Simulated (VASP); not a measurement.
Runs of VASP 6.6.1 on HgTe. The structure is that of space group Fm-3m (No. 225), or close to it. The cells are those of the table. 

| task | cell | cutoff (eV) | k mesh for the DOS | occupations for the DOS | gap on the mesh (eV) | pressure (GPa) |
| --- | --- | --- | --- | --- | --- | --- |
| relaxation of cell and atoms | relaxed from a = 4.271 Å, angles 60.0°, 2 atoms | 600 | - | - | none | 0.0 |
| single point | a = 4.271 Å, angles 60.0°, 2 atoms | 520 | - | - | none | (b) |
| single point | a = 4.228 Å, angles 60.0°, 2 atoms | 520 | - | - | none | 2.0 |
| single point | a = 4.184 Å, angles 60.0°, 2 atoms | 520 | - | - | none | 4.2 |
| single point | a = 4.313 Å, angles 60.0°, 2 atoms | 520 | - | - | none | (a) |
| single point | a = 4.409 Å, angles 60.0°, 2 atoms | 520 | - | - | none | -4.0 |

Alike in all rows: level PBE+D3(BJ); potentials or basis VASP PAW PBE potentials, release 64 (Hg, Te); no spin polarisation; k mesh 12 × 12 × 12; smearing gaussian 0.1 eV.

Estimate the missing entries.

(a) -1.4; (b) 0.1.

Caveats: spin-orbit coupling is left out, which moves the levels of the heavy elements; pairwise dispersion overbinds metals, which lowers pressure and volume.

A k mesh can miss the band edges, and the runs leave out spin-orbit coupling on Hg, Te.

A gap of «none» marks levels without a gap at the run's occupations.
